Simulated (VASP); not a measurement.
Write the native input for VASP 6.6.1 that does the following.

```yaml
Task: single point
Functional: PBEsol
Potentials_or_basis: VASP PAW PBE potentials, release 64 (Hg, Te)
Cutoff: 500 eV
k_mesh: 4 × 4 × 4
Occupations: gaussian, width 0.05 eV
Spin: no spin polarisation
Dipole_correction: no
Further_INCAR_settings: ALGO = Normal; EDIFF = 1e-06; NBANDS = 16
```

The structure of HgTe lies in POSCAR:

```
HgTe
1.0
    0.0000000000      3.4236103780      3.4236103780
    3.4236103780      0.0000000000      3.4236103780
    3.4236103780      3.4236103780      0.0000000000
Hg Te
1 1
Direct
    0.0000000000      0.0000000000      0.0000000000
    0.2500000000      0.2500000000      0.2500000000
```

One way to write it, as run:

INCAR

```
PREC = Accurate
ENCUT = 500
EDIFF = 1E-6
ISMEAR = 0
SIGMA = 0.05
LREAL = F
LASPH = T
NELM = 120
ALGO = Normal
ISIF = 2
LWAVE = F
LCHARG = F
GGA = PS
NBANDS = 16
GGA_COMPAT = F
```

KPOINTS

```
Automatic mesh
0
Gamma
  4 4 4
```

Potentials or basis: VASP PAW PBE potentials, release 64 (Hg, Te).

Run with:

```bash
$ cat potpaw_PBE.64/Hg/POTCAR potpaw_PBE.64/Te/POTCAR > POTCAR
$ mpirun -np 1 vasp_std > vasp.out
```

Results of the run:

- Pressure: -3.9 GPa
- Band gap on the k mesh: zero (filled and empty bands touch)

Caveat: the k points lie up to 0.40 Å⁻¹ apart; the PAW data sets were made with another functional, which shifts forces and pressure a little; spin-orbit coupling is left out, which moves the levels of the heavy elements.

Wall time 19 s on 1 thread of Intel Xeon 8259CL (shared host), peak memory 0.2 GiB.
